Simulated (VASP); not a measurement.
# Ti (P6/mmm) in VASP: further runs, part 2 of 2

VASP 6.6.1. Earlier steps stand in the parts before.

## Step 3: Relaxation of cell and atoms, LDA

This run uses another cell than the first one, of 17.02 Å³/atom.

INCAR reads:

```
SYSTEM = Ti
PREC     = Accurate       ! precision mode
ENCUT    = 600            ! plane-wave cutoff, eV
EDIFF    = 1E-6           ! SCF threshold, eV
ISMEAR   = 0              ! smearing method
SIGMA    = 0.1            ! smearing width, eV
LREAL    = .FALSE.        ! projectors in reciprocal space
LASPH    = .TRUE.         ! aspherical terms in the spheres
NELM     = 80             ! most SCF steps
ALGO     = Fast           ! electronic algorithm
ISIF     = 3              ! what is computed and relaxed
LWAVE    = .FALSE.        ! write WAVECAR
LCHARG   = .FALSE.        ! write CHGCAR
IBRION   = 2              ! ionic algorithm
NSW      = 100            ! ionic steps
EDIFFG   = -0.005         ! ionic threshold
```

KPOINTS reads:

```
regular mesh
0
G
  12 12 14
  0 0 0
```

POSCAR reads:

```
Ti
1.0
    4.5673748306      0.0000000000      0.0000000000
   -2.2836874153      3.9554626319      0.0000000000
    0.0000000000      0.0000000000      2.8262442700
Ti
3
Direct
    0.0000000000      0.0000000000      0.0000000000
    0.3333333300      0.6666666700      0.5000000000
    0.6666666700      0.3333333300      0.5000000000
```

Potentials or basis: VASP PAW LDA potentials, release 64 (Ti_sv).

Command:

```sh
> cat potpaw_LDA.64/Ti_sv/POTCAR > POTCAR
> mpirun -np 1 vasp_std > vasp.out
```

OUTCAR:

```text
SYSTEM = Ti
   PREC = Accurate
   ENCUT = 600
   EDIFF = 1E-6
   ISMEAR = 0
   LREAL = .FALSE.
   LASPH = .TRUE.
   NELM = 80
   ISIF = 3
   IBRION = 2
   NSW = 100
   EDIFFG = -0.005

 ion  position               nearest neighbor table
   1  0.000  0.000  0.000-
   2  0.333  0.667  0.500-   3 2.64   3 2.64   3 2.64
   3  0.667  0.333  0.500-   2 2.64   2 2.64   2 2.64

  LATTYP: Found a hexagonal cell.
 ALAT       =     4.5673748306
 C/A-ratio  =     0.6187896494

  Lattice vectors:

 A1 = (   4.5673748306,   0.0000000000,   0.0000000000)
 A2 = (  -2.2836874153,   3.9554626319,   0.0000000000)
 A3 = (   0.0000000000,   0.0000000000,   2.8262442700)

Analysis of symmetry for initial positions (statically):
=====================================================================
 Subroutine PRICEL returns:
 Original cell was already a primitive cell.

 Routine SETGRP: Setting up the symmetry group for a
 hexagonal supercell.

 Subroutine GETGRP returns: Found 24 space group operations
 (whereof 24 operations were pure point group operations)
 out of a pool of 24 trial point group operations.

The static configuration has the point symmetry D_6h.

Analysis of symmetry for dynamics (positions and initial velocities):
=====================================================================
 Subroutine PRICEL returns:
 Original cell was already a primitive cell.

 Routine SETGRP: Setting up the symmetry group for a
 hexagonal supercell.

 Subroutine GETGRP returns: Found 24 space group operations
 (whereof 24 operations were pure point group operations)
 out of a pool of 24 trial point group operations.

The dynamic configuration has the point symmetry D_6h.

[... 147 lines left out ...]
  ---------------------------------------------------
  free energy    TOTEN  =       -25.63063278 eV

  energy without entropy =      -25.61606844  energy(sigma->0) =      -25.62335061

------------------------ aborting loop because EDIFF is reached ----------------------------------------

  FORCE on cell =-STRESS in cart. coord.  units (eV):
  Direction    XX          YY          ZZ          XY          YZ          ZX
  --------------------------------------------------------------------------------------
  -------------------------------------------------------------------------------------
  Total       -2.6684674     -2.6684674     -2.4889789      0.0000000      0.0000000      0.0000000
  in kB      -83.7334240    -83.7334240    -78.1012816      0.0000000      0.0000000      0.0000000
  external PRESSURE =     -81.8560432 kB  Pullay stress =       0.0000000 kB
[... 24 lines left out ...]
--------------------------------------- Ionic step        2  -------------------------------------------

 number of electron      35.9999995 magnetization

------------------------ aborting loop EDIFF was not reached (unconverged)  ----------------------------

  FORCE on cell =-STRESS in cart. coord.  units (eV):
  Direction    XX          YY          ZZ          XY          YZ          ZX
  --------------------------------------------------------------------------------------
  -------------------------------------------------------------------------------------
  Total        2.0884111      2.0884111      2.4043927      0.0000000     -0.0000000      0.0000000
  in kB       74.5227095     74.5227095     85.7981742      0.0000000     -0.0000000      0.0000000
  external PRESSURE =      78.2811977 kB  Pullay stress =       0.0000000 kB
[... 209 lines left out ...]
--------------------------------------- Ionic step        8  -------------------------------------------

 number of electron      36.0000005 magnetization

 Free energy of the ion-electron system (eV)
  ---------------------------------------------------
  ext. energy  EPLUGINS =         0.00000000
  ---------------------------------------------------
  free energy    TOTEN  =       -25.72617021 eV

  energy without entropy =      -25.71156009  energy(sigma->0) =      -25.71886515

 E-fermi :   8.9925     XC(G=0): -12.2353

 val. band max:        8.9863610231   @ k =   0.2500   0.2500   0.3571
 cond. band min:       8.9940780625   @ k =   0.0000   0.0000   0.0000
 fundamental gap:      0.0077170394
 Fermi energy:         8.9924789104

 k-point     1 :       0.0000    0.0000    0.0000
  band No.  band energies     occupation
      1     -47.0627      2.00000
      2     -46.7958      2.00000
      3     -46.5745      2.00000
      4     -23.7935      2.00000
      5     -23.7935      2.00000
      6     -23.7372      2.00000
[... 589 lines left out ...]
     21       9.7420      0.00000
     22      10.1697      0.00000

 [... further k-points ...]

------------------------ aborting loop because EDIFF is reached ----------------------------------------

  FORCE on cell =-STRESS in cart. coord.  units (eV):
  Direction    XX          YY          ZZ          XY          YZ          ZX
  --------------------------------------------------------------------------------------
  -------------------------------------------------------------------------------------
  Total        0.0115893      0.0115893      0.0129085      0.0000000      0.0000000     -0.0000000
  in kB        0.3909969      0.3909969      0.4355036      0.0000000      0.0000000     -0.0000000
  external PRESSURE =       0.4058325 kB  Pullay stress =       0.0000000 kB
[... 18 lines left out ...]
  FREE ENERGIE OF THE ION-ELECTRON SYSTEM (eV)
  ---------------------------------------------------
  free  energy   TOTEN  =       -25.7261702098 eV

  energy  without entropy=      -25.7115600895  energy(sigma->0) =      -25.71886515

 reached required accuracy - stopping structural energy minimisation
```

OSZICAR:

```text
N       E                     dE             d eps       ncg     rms          rms(c)
DAV:   1     0.441628761553E+03    0.44163E+03   -0.20731E+04  6688   0.221E+03
DAV:   2     0.223454696145E+02   -0.41928E+03   -0.41516E+03  6742   0.595E+02
DAV:   3    -0.243803581517E+02   -0.46726E+02   -0.45896E+02 12742   0.165E+02
[... 250 lines left out ...]
RMM:   8    -0.257261625279E+02   -0.23494E-05   -0.29160E-05  6271   0.220E-02    0.118E-02
RMM:   9    -0.257261668123E+02   -0.42844E-05   -0.27416E-05  6113   0.196E-02    0.105E-02
RMM:  10    -0.257261683512E+02   -0.15389E-05   -0.15218E-05  5587   0.181E-02    0.897E-03
RMM:  11    -0.257261695811E+02   -0.12299E-05   -0.13211E-05  4571   0.137E-02    0.846E-03
RMM:  12    -0.257261702098E+02   -0.62863E-06   -0.87612E-06  4437   0.122E-02
   8 F= -.25726170E+02 E0= -.25718865E+02  d E =-.926701E-04
```

CONTCAR:

```text
Ti
   1.00000000000000
     4.4493942824718049    0.0000000000000000    0.0000000000000000
    -2.2246971412359025    3.8532884800689748    0.0000000000000000
     0.0000000000000000    0.0000000000000000    2.7698872896869533
  Ti
     3
Direct
     0.0000000000000000    0.0000000000000000    0.0000000000000000
     0.3333333300000021    0.6666666699999979    0.5000000000000000
     0.6666666699999979    0.3333333300000021    0.5000000000000000

  0.00000000E+00  0.00000000E+00  0.00000000E+00
  0.00000000E+00  0.00000000E+00  0.00000000E+00
  0.00000000E+00  0.00000000E+00  0.00000000E+00
```

Wall time 26 min (1 thread of AMD EPYC 9R45 (Zen 5), shared host); peak memory 0.26 GiB.

Results:

- Free energy: -25.7262 eV
- Relaxed volume: 15.83 Å³/atom
- Relaxed cell: a = 4.449 Å, b = 4.449 Å, c = 2.770 Å, α = 90.00°, β = 90.00°, γ = 120.00°
- Space group after relaxing (to 0.1 Å): P6/mmm (No. 191)
- Energy gained by relaxing: 31.8 meV/atom
- Ionic steps: 8
- Pressure after relaxing: 0.0 GPa
- Band gap on the k mesh: zero (bands 18 and 19 overlap by 0.39 eV)

The path:
| step | energy change (eV) | largest force (eV/Å) | pressure (GPa) | volume (Å³) |
| --- | --- | --- | --- | --- |
| 1 | 0.0000 | 0.0000 | -8.19 | 51.06 |
| 2 | -0.0340 | 0.0000 | 7.83 | 44.90 |
| 3 | -0.0951 | 0.0000 | 0.03 | 47.53 |
| 4 | -0.0951 | 0.0000 | -0.23 | 47.60 |
| 5 | -0.0954 | 0.0000 | -0.28 | 47.59 |
| 6 | -0.0954 | 0.0000 | -0.28 | 47.59 |
| 7 | -0.0955 | 0.0000 | 0.17 | 47.41 |
| 8 | -0.0955 | 0.0000 | 0.04 | 47.49 |

Final structure:
```
Ti
1.0
     4.44939    0.00000    0.00000
    -2.22470    3.85329    0.00000
     0.00000    0.00000    2.76989
Ti
3
Direct
  0.00000 0.00000 0.00000
  0.33333 0.66667 0.50000
  0.66667 0.33333 0.50000
```

Levels at points of the mesh, in eV from the Fermi level:
| k point | band 14 | band 15 | band 16 | band 17 | band 18 | band 19 | band 20 | band 21 | band 22 |
| --- | --- | --- | --- | --- | --- | --- | --- | --- | --- |
| (0.00, 0.00, 0.00) | -2.19 | -0.70 | -0.70 | -0.58 | -0.58 | 0.00 | 0.72 | 1.36 | 1.36 |
| (0.50, 0.00, 0.00) | -3.50 | -2.82 | -0.51 | -0.49 | -0.41 | 0.02 | 0.58 | 1.01 | 1.51 |
| (0.00, 0.00, 0.50) | -2.36 | -2.18 | -1.80 | -1.80 | -1.66 | 1.13 | 1.13 | 1.34 | 1.34 |
| (0.50, 0.00, 0.50) | -2.22 | -1.88 | -1.33 | -0.72 | -0.65 | 0.31 | 0.84 | 1.14 | 1.20 |
